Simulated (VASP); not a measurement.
In3As, 4 atoms in the cell. It takes space group Pm-3m (No. 221, cubic). The conventional cell has a = 4.244 Å, b = 4.244 Å, c = 4.244 Å, α = 90.00°, β = 90.00°, γ = 90.00°. Within 4.0 Å of In (site symmetry 4/mmm) lie 8 In at 3.00 Å and 4 As at 3.00 Å. Within 4.0 Å of As (site symmetry m-3m) lie 12 In at 3.00 Å. 

```yaml
Program: VASP 6.6.1
Task: single point
Functional: RPBE
Dispersion: D3(BJ)
Potentials_or_basis: VASP PAW PBE potentials, release 64 (In_d, As)
Cutoff: 520 eV
k_mesh: 5 × 5 × 5
Occupations: gaussian, width 0.01 eV
Spin: no spin polarisation
Dipole_correction: no
Further_INCAR_settings: ALGO = Normal; EDIFF = 1e-07; NBANDS = 30
```

Potentials or basis: VASP PAW PBE potentials, release 64 (In_d, As).

The run is started by

```bash
$ cat potpaw_PBE.64/In_d/POTCAR potpaw_PBE.64/As/POTCAR > POTCAR
$ mpirun -np 1 vasp_std > vasp.out
```

Hardware: 1 thread of Intel(R) Xeon(R) 6975P-C (Granite Rapids), on a shared host.

Problem. Estimate the wall time of this run.

Solution. It took 14 s on 1 thread of Intel(R) Xeon(R) 6975P-C (Granite Rapids) (shared host), peak memory 0.18 GiB. Counts: scf iterations 14, k points 10.
